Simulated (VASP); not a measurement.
Set up this calculation in VASP 6.6.1, as the native input.

| Property | Result |
| --- | --- |
| Task | single point |
| Functional | LDA |
| Potentials or basis | VASP PAW LDA potentials, release 64 (Si) |
| Cutoff | 520 eV |
| k mesh | 24 × 24 × 24 |
| Occupations | gaussian, width 0.15 eV |
| Spin | no spin polarisation |
| Dipole correction | no |
| Further INCAR settings | ALGO = Normal; EDIFF = 1e-06; NBANDS = 8 |

The structure of Si lies in POSCAR:

```
Si
1.0
    2.5432791415      0.0000000000      0.0000000000
   -1.2716395708      2.2025443455      0.0000000000
    0.0000000000      0.0000000000      2.5325302362
Si
1
Direct
    0.0000000000      0.0000000000      0.0000000000
```

This cell differs from its parent crystal: strain -0.025 along x and y, +0.025 along z.

One way to write it, as run:

INCAR

```
SYSTEM = Si
PREC     = Accurate       ! precision mode
ENCUT    = 520            ! plane-wave cutoff, eV
EDIFF    = 1E-6           ! SCF threshold, eV
ISMEAR   = 0              ! smearing method
SIGMA    = 0.15           ! smearing width, eV
LREAL    = .False.        ! projectors in reciprocal space
LASPH    = .True.         ! aspherical terms in the spheres
NELM     = 60             ! most SCF steps
ALGO     = Normal         ! electronic algorithm
ISIF     = 2              ! what is computed and relaxed
LWAVE    = .False.        ! write WAVECAR
LCHARG   = .True.         ! write CHGCAR
GGA      = CA             ! functional
LELF     = .True.         ! ELF
LVHAR    = .True.       
NBANDS   = 8              ! bands
```

KPOINTS

```
Automatic mesh
0
Gamma
  24 24 24
  0 0 0
```

Potentials or basis: VASP PAW LDA potentials, release 64 (Si).

The run is started by

```sh
$ cat potpaw_LDA.64/Si/POTCAR > POTCAR
$ mpirun -np 1 vasp_std > vasp.out
```

It gave:

* Pressure: 3.3 GPa
* Band gap on the k mesh: zero (band 2 reaches 16.68 eV, above the bottom of band 3 at 5.50 eV)

Caveat: the cell differs from its parent crystal (strain -0.025 along x and y, +0.025 along z).

Wall time 44 s on 1 thread of Intel(R) Xeon(R) Platinum 8259CL CPU @ 2.50GHz (Skylake/Cascade Lake), with other jobs on the host, peak memory 0.17 GiB.
